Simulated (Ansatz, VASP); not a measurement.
**Two plane-wave programs on PtS2**

```
CELL_PARAMETERS angstrom
3.55264 0.00000 0.00000
-1.77632 3.07668 0.00000
0.00000 0.00000 5.12271
ATOMIC_POSITIONS crystal
Pt 0.00000 0.00000 0.00000
S 0.33333 0.66667 0.23926
S 0.66667 0.33333 0.76074
```

Alike in both runs: task single point; functional PBE; dispersion D3(BJ); k mesh 6 × 6 × 4; no spin polarisation.

```csv
,VASP,Ansatz
version,VASP 6.6.1,Ansatz 0.2.0
potentials or method,"VASP PAW PBE potentials, release 64 (Pt, S)",plane waves
plane-wave cutoff (eV),520,420
occupations,"gaussian, width 0.01 eV",fixed
valence electrons in the cell,22,30
```

```csv
,VASP,Ansatz,Ansatz less VASP
gap on the k mesh at the Fermi level (eV),0.85,0.84,-0.006
pressure (GPa),-0.5,0.0,+0.45
"traceless stress, the component that is largest in VASP (GPa)",-0.94,-1.07,-0.137
rms of the force components (eV/Å),0.026,0.044,+0.0188
```

Atom by atom the forces differ by 0.019 eV/Å (rms over components). VASP's potentials hold 22 valence electrons a cell and Ansatz's 30, so a difference there can come from the potentials and not from the codes.

Neither program's run includes spin-orbit coupling.
